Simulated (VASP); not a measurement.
# Re (Fd-3m) in VASP: a series of runs, part 2 of 2

VASP 6.6.1. Earlier steps stand in the parts before.

**3. Single point, PBEsol (20.14 Å³/atom)**

This run uses another cell than the first one, of 20.14 Å³/atom.

INCAR

```
SYSTEM = Re
  PREC = Accurate
  ENCUT = 560
  EDIFF = 1E-6
  ISMEAR = -1
  SIGMA = 0.1
  LREAL = .FALSE.
  LASPH = .TRUE.
  NELM = 120
  ALGO = Normal
  ISIF = 2
  LWAVE = .FALSE.
  LCHARG = .FALSE.
  GGA = PS
  NBANDS = 22
  GGA_COMPAT = .FALSE.
```

KPOINTS

```
Automatic mesh
0
G
  11 11 11
  0 0 0
```

POSCAR

```
Re
1.0
    0.0000000000      2.7208362390      2.7208362390
    2.7208362390      0.0000000000      2.7208362390
    2.7208362390      2.7208362390      0.0000000000
Re
2
Direct
    0.1250000000      0.1250000000      0.1250000000
    0.8750000000      0.8750000000      0.8750000000
```

Potentials or basis: VASP PAW PBE potentials, release 64 (Re_sv_GW).

Launch:

```
> cat potpaw_PBE.64/Re_sv_GW/POTCAR > POTCAR
> mpirun -np 1 vasp_std > vasp.out
```

OUTCAR:

```text
SYSTEM = Re
   PREC = Accurate
   ENCUT = 560
   EDIFF = 1E-6
   ISMEAR = -1
   LREAL = .FALSE.
   LASPH = .TRUE.
   NELM = 120
   ISIF = 2
   GGA = PS

 ion  position               nearest neighbor table
   1  0.125  0.125  0.125-   2 2.36   2 2.36   2 2.36   2 2.36
   2  0.875  0.875  0.875-   1 2.36   1 2.36   1 2.36   1 2.36

  LATTYP: Found a face centered cubic cell.
 ALAT       =     5.4416724780

  Lattice vectors:

[... 788 lines left out ...]

------------------------ aborting loop because EDIFF is reached ----------------------------------------

  FORCE on cell =-STRESS in cart. coord.  units (eV):
  Direction    XX          YY          ZZ          XY          YZ          ZX
  --------------------------------------------------------------------------------------
  -------------------------------------------------------------------------------------
  Total        4.1195404      4.1195404      4.1195404     -0.0000000     -0.0000000      0.0000000
  in kB      163.8408316    163.8408316    163.8408316     -0.0000000     -0.0000000      0.0000000
  external PRESSURE =     163.8408316 kB  Pullay stress =       0.0000000 kB

 VOLUME and BASIS-vectors are now :
 -----------------------------------------------------------------------------
  energy-cutoff  :      560.00
  volume of cell :       40.28
      direct lattice vectors                 reciprocal lattice vectors
     0.000000000  2.720836239  2.720836239    -0.183767032  0.183767032  0.183767032
     2.720836239  0.000000000  2.720836239     0.183767032 -0.183767032  0.183767032
     2.720836239  2.720836239  0.000000000     0.183767032  0.183767032 -0.183767032

 POSITION                                       TOTAL-FORCE (eV/Angst)
 -----------------------------------------------------------------------------------
      0.68021      0.68021      0.68021        -0.000000     -0.000000     -0.000000
      4.76146      4.76146      4.76146         0.000000      0.000000      0.000000
 -----------------------------------------------------------------------------------
    total drift:                               -0.000000      0.000000      0.000000

  FREE ENERGIE OF THE ION-ELECTRON SYSTEM (eV)
  ---------------------------------------------------
  free  energy   TOTEN  =       -26.3499869471 eV

  energy  without entropy=      -26.3138181305  energy(sigma->0) =      -26.33190254
```

OSZICAR:

```text
N       E                     dE             d eps       ncg     rms          rms(c)
DAV:   1     0.309386253944E+03    0.30939E+03   -0.20876E+04  2576   0.145E+03
DAV:   2    -0.114680753535E+02   -0.32085E+03   -0.30801E+03  3140   0.426E+02
DAV:   3    -0.271882758476E+02   -0.15720E+02   -0.15522E+02  2896   0.881E+01
[... 22 lines left out ...]
DAV:  26    -0.263499885821E+02   -0.26612E-05   -0.81127E-07  1750   0.678E-03    0.844E-01
DAV:  27    -0.263499846568E+02    0.39253E-05   -0.19190E-06  1806   0.980E-03    0.992E-01
DAV:  28    -0.263499891096E+02   -0.44528E-05   -0.29210E-06  2332   0.116E-02    0.860E-01
DAV:  29    -0.263499861274E+02    0.29822E-05   -0.15663E-06  2236   0.869E-03    0.367E-01
DAV:  30    -0.263499869471E+02   -0.81967E-06   -0.89650E-08  1232   0.250E-03
   1 F= -.26349987E+02 E0= -.26331903E+02  d E =-.361688E-01
```

stdout:

```text
POSCAR found type information on POSCAR Re
 POSCAR found :  1 types and       2 ions
 scaLAPACK will be used
 -----------------------------------------------------------------------------
|                                                                             |
|                                                                             |
|     You enforced a specific xc type in the INCAR file but a different       |
|     I HOPE YOU KNOW WHAT YOU ARE DOING!                                     |
|                                                                             |
 -----------------------------------------------------------------------------

 LDA part: xc-table for (Slater+PW92), standard interpolation
 POSCAR, INCAR and KPOINTS ok, starting setup
 FFT: planning ... GRIDC
 FFT: planning ... GRID_SOFT
 FFT: planning ... GRID
 WAVECAR not read
 entering main loop
```

Wall time 58 s (1 thread of Intel Xeon 6975P-C (Granite Rapids), shared host); peak memory 0.21 GiB.

Results:

| Item | Value |
| --- | --- |
| Free energy | -26.3500 eV |
| Pressure | 16.4 GPa |
| Band gap on the k mesh | zero (bands 15 and 16 overlap by 1.28 eV) |

Caveat: the cell stands under pressure; the PAW data sets were made with another functional, which shifts forces and pressure a little; spin-orbit coupling is left out, which moves the levels of the heavy elements.

**4. Single point, PBEsol (21.89 Å³/atom)**

This run uses another cell than the first one, of 21.89 Å³/atom.

INCAR

```
SYSTEM = Re
PREC     = Accurate       ! precision mode
ENCUT    = 560            ! plane-wave cutoff, eV
EDIFF    = 1E-6           ! SCF threshold, eV
ISMEAR   = -1             ! smearing method
SIGMA    = 0.1            ! smearing width, eV
LREAL    = .False.        ! projectors in reciprocal space
LASPH    = .True.         ! aspherical terms in the spheres
NELM     = 120            ! most SCF steps
ALGO     = Normal         ! electronic algorithm
ISIF     = 2              ! what is computed and relaxed
LWAVE    = .False.        ! write WAVECAR
LCHARG   = .False.        ! write CHGCAR
GGA      = PS             ! functional
NBANDS   = 22             ! bands
GGA_COMPAT= .False.
```

KPOINTS

```
Automatic mesh
0
Gamma
  11 11 11
  0 0 0
```

POSCAR

```
Re
1.0
    0.0000000000      2.7975195331      2.7975195331
    2.7975195331      0.0000000000      2.7975195331
    2.7975195331      2.7975195331      0.0000000000
Re
2
Direct
    0.1250000000      0.1250000000      0.1250000000
    0.8750000000      0.8750000000      0.8750000000
```

Launch:

```
> cat potpaw_PBE.64/Re_sv_GW/POTCAR > POTCAR
> mpirun -np 1 vasp_std > vasp.out
```

Wall time 64 s (1 thread of AMD EPYC 7R13 (Zen 3), shared host); peak memory 0.18 GiB.

Results (log left out):

```
Free energy            : -26.5333 eV
Pressure               : -2.3 GPa
Band gap on the k mesh : zero (bands 15 and 16 overlap by 1.19 eV)
```

Levels at points of the mesh, in eV from the Fermi level:
```
           k point  band 12  band 13  band 14  band 15  band 16  band 17  band 18  band 19
(0.00, 0.00, 0.00)    -2.28    -2.28    -2.28     0.66     0.66     0.66     4.26     4.26
```

Caveat: the PAW data sets were made with another functional, which shifts forces and pressure a little; spin-orbit coupling is left out, which moves the levels of the heavy elements.

**5. Summary**

```tsv
cell	gap on the mesh (eV)	pressure (GPa)
a = 3.791 Å, angles 60.0°, 2 atoms	none	29.2
a = 3.848 Å, angles 60.0°, 2 atoms	none	16.4
a = 3.956 Å, angles 60.0°, 2 atoms	none	-2.3
```

Alike in all rows: task single point; level PBEsol; potentials or basis VASP PAW PBE potentials, release 64 (Re_sv_GW); no spin polarisation; k mesh 11 × 11 × 11; cutoff (eV) 560; smearing fermi-dirac 0.1 eV.

Caveats: the PAW data sets were made with another functional, which shifts forces and pressure a little; spin-orbit coupling is left out, which moves the levels of the heavy elements; the cell stands under pressure (at least some runs).

Absolute energies hang on the potentials; compare differences alone.
